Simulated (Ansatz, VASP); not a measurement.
Ca: VASP beside Ansatz

Contents of INCAR:

```
SYSTEM = Ca
PREC = Accurate ; ENCUT = 400
EDIFF = 1E-6 ; ISMEAR = 0
SIGMA = 0.1 ; LREAL = .FALSE.
LASPH = .TRUE. ; NELM = 120
ALGO = Normal ; ISIF = 2
LWAVE = .FALSE. ; LCHARG = .FALSE.
LDIPOL = .TRUE. ; IDIPOL = 3
DIPOL = 0.5 0.5 0.500 ; GGA = PS
NBANDS = 28 ; GGA_COMPAT = .FALSE.
NELMDL = -8
```

The input KPOINTS:

```
Automatic mesh
0
G
  10 10 1
  0 0 0
```

The input POSCAR:

```
Ca
1.0
    3.7438396784      0.0000000000      0.0000000000
   -1.2479465595      3.5297258990      0.0000000000
    0.0000000000      0.0000000000     24.1704968908
Ca
4
Direct
    0.5000000000      0.5000000000      0.3102956482
    0.0000000000      0.0000000000      0.4367652161
    0.5000000000      0.5000000000      0.5632347839
    0.0000000000      0.0000000000      0.6897043518
```

Input for Ansatz:

```yaml
crystal:
  lattice:
    - [3.7438396784, 0.0, 0.0]
    - [-1.2479465595, 3.529725899, 0.0]
    - [0.0, 0.0, 24.1704968908]
  atoms:
    - { symbol: Ca, position: [0.5, 0.5, 0.3102956482] }
    - { symbol: Ca, position: [0.0, 0.0, 0.4367652161] }
    - { symbol: Ca, position: [0.5, 0.5, 0.5632347839] }
    - { symbol: Ca, position: [0.0, 0.0, 0.6897043518] }
basis:
  ecutwfc: 420
kpoints:
  mp_grid: { grid: [10, 10, 1] }
hamiltonian:
  xc: pbesol
scf:
  occupations: { method: gaussian, width: 0.1 }
output:
  forces: true
  stress: true
  eigenvalues: true
efield:
  axis: 3
  dipole_correction: true
```

Alike in both runs: task single point; functional PBEsol; k mesh 10 × 10 × 1; occupations gaussian, width 0.1 eV; no spin polarisation.

|  | VASP | Ansatz |
| --- | --- | --- |
| version | VASP 6.6.1 | Ansatz 0.2.0 |
| potentials or method | VASP PAW PBE potentials, release 64 (Ca_sv), cutoff 400 eV | scalar-relativistic, plane waves, PAW |
| valence electrons in the cell | 40 | 40 |

```tsv
	VASP	Ansatz	Ansatz less VASP
gap on the k mesh at the Fermi level (eV)	none	none	-
rms of the force components (eV/Å)	0.056	0.057	+0.0012
```

VASP's potentials were made for PBE, not for PBEsol. Atom by atom the forces differ by 0.002 eV/Å (rms over components). A gap of «none» marks a metal or a gap that the smearing closes. Ansatz's warnings: vacuum density over bound.
